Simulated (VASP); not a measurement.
Hf3F2: single point with PBE

Crystal: Hf3F2.

```xyz
5
Lattice="4.0884 0.0000 0.0000 0.0000 4.0884 0.0000 0.0000 0.0000 6.3733" Properties=species:S:1:pos:R:3 pbc="T T T"
Hf    2.0442    2.0442    3.1866
Hf    0.0000    0.0000    3.1866
Hf    0.0000    0.0000    0.0000
F     2.0442    0.0000    0.0000
F     0.0000    2.0442    0.0000
```

The cell was built from a structure type or drawn by symmetry, and may not be a known phase.

```yaml
Program: VASP 6.6.1
Task: single point
Functional: PBE
Potentials_or_basis: VASP PAW PBE potentials, release 64 (Hf_pv, F)
Cutoff: 600 eV
k_mesh: 4 × 4 × 3
Occupations: gaussian, width 0.2 eV
Spin: no spin polarisation
Dipole_correction: no
Further_INCAR_settings: ALGO = Normal; EDIFF = 1e-06; NBANDS = 30
```

The pressure is -0.9 GPa. The band gap on the k mesh is zero (bands 22 and 23 overlap by 0.94 eV).

Stress tensor (GPa, compression positive):
```
-1.38  0.00  0.00
 0.00 -1.38  0.00
 0.00  0.00 -0.07
```

Levels at points of the mesh, in eV from the Fermi level:
```
           k point  band 18  band 19  band 20  band 21  band 22  band 23  band 24  band 25  band 26  band 27
(0.00, 0.00, 0.00)    -5.45    -2.32    -1.85    -1.16    -0.55    -0.55     0.73     0.84     1.02     2.03
(0.50, 0.00, 0.00)    -3.17    -2.15    -0.40    -0.25    -0.04     0.19     0.93     1.33     1.47     1.80
(0.50, 0.50, 0.00)    -2.68    -1.68    -1.07    -1.07    -0.70     1.02     1.02     1.13     2.73     2.73
```

Wall time 110 s on 1 thread of Intel Xeon 8259CL, on a shared host, peak memory 0.26 GiB.

Caveat: the k points lie up to 0.38 Å⁻¹ apart, too coarse for converged energies and pressures of a metal; spin-orbit coupling is left out, which moves the levels of the heavy elements.
